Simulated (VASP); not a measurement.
MnAuC4N4:

```
Mn C Au N
1.0
     5.90860    0.00000    0.00000
     0.00000    5.90860    0.00000
     0.00000    0.00000    5.90860
Mn C Au N
1 4 1 4
Cartesian
  2.9543 2.9543 2.9543
  1.1068 1.1068 1.1068
  1.1068 4.8018 4.8018
  4.8018 1.1068 4.8018
  4.8018 4.8018 1.1068
  0.0000 0.0000 0.0000
  1.7823 1.7823 1.7823
  1.7823 4.1263 4.1263
  4.1263 1.7823 4.1263
  4.1263 4.1263 1.7823
```

* Program: VASP 6.6.1
* Task: relaxation of cell and atoms
* Functional: PBE
* Potentials or basis: VASP PAW PBE potentials, release 64 (Mn_pv, C, Au, N)
* Cutoff: 600 eV
* k mesh: 4 × 4 × 4
* Occupations: gaussian, width 0.1 eV
* Spin: collinear spin, ferromagnetic start
* Starting moments: [4.0, 0.0, 0.0, 0.0, 0.0, 0.0, 0.0, 0.0, 0.0, 0.0] μB

At the start: pressure 5.5 GPa; volume 20.63 Å³/atom.

How do energy, volume and symmetry change on relaxing?

Over 18 steps the energy falls by 87.2 meV/atom and the volume is 21.76 Å³/atom (+5.5 %); space group P-43m (No. 215, to 0.05 Å); moment 4.00 μB per cell.

Step by step:
```tsv
step	energy change (eV)	largest force (eV/Å)	pressure (GPa)	volume (Å³)
1	0.0000	1.7190	5.50	206.28
2	-0.6219	3.0518	-4.29	228.15
3	-0.6695	2.6681	-2.59	223.01
4	-0.1098	6.8732	4.96	228.72
5	-0.8059	0.6295	-0.58	224.84
6	-0.8059	0.5820	-0.64	224.80
7	-0.8297	0.3678	-0.77	224.25
8	-0.8597	0.2823	-1.06	222.60
9	-0.8421	1.2510	0.80	219.86
10	-0.8634	0.1938	-0.53	221.78
11	-0.8684	0.0992	-0.40	220.30
12	-0.8704	0.1731	-0.18	218.24
13	-0.8672	0.4662	0.63	216.90
14	-0.8707	0.0840	0.05	217.91
15	-0.8714	0.0570	0.06	217.84
16	-0.8722	0.0715	0.03	217.64
17	-0.8717	0.1770	0.27	217.63
18	-0.8723	0.0092	0.12	217.64
```

Final structure:
```
CELL_PARAMETERS angstrom
6.01511 0.00000 0.00000
0.00000 6.01511 0.00000
0.00000 0.00000 6.01511
ATOMIC_POSITIONS crystal
Mn 0.50000 0.50000 0.50000
C 0.19903 0.19903 0.19903
C 0.19903 0.80097 0.80097
C 0.80097 0.19903 0.80097
C 0.80097 0.80097 0.19903
Au 0.00000 0.00000 0.00000
N 0.31216 0.31216 0.31216
N 0.31216 0.68784 0.68784
N 0.68784 0.31216 0.68784
N 0.68784 0.68784 0.31216
```

Caveat: a cell with one magnetic atom can't hold antiferromagnetic order, which such compounds often take.
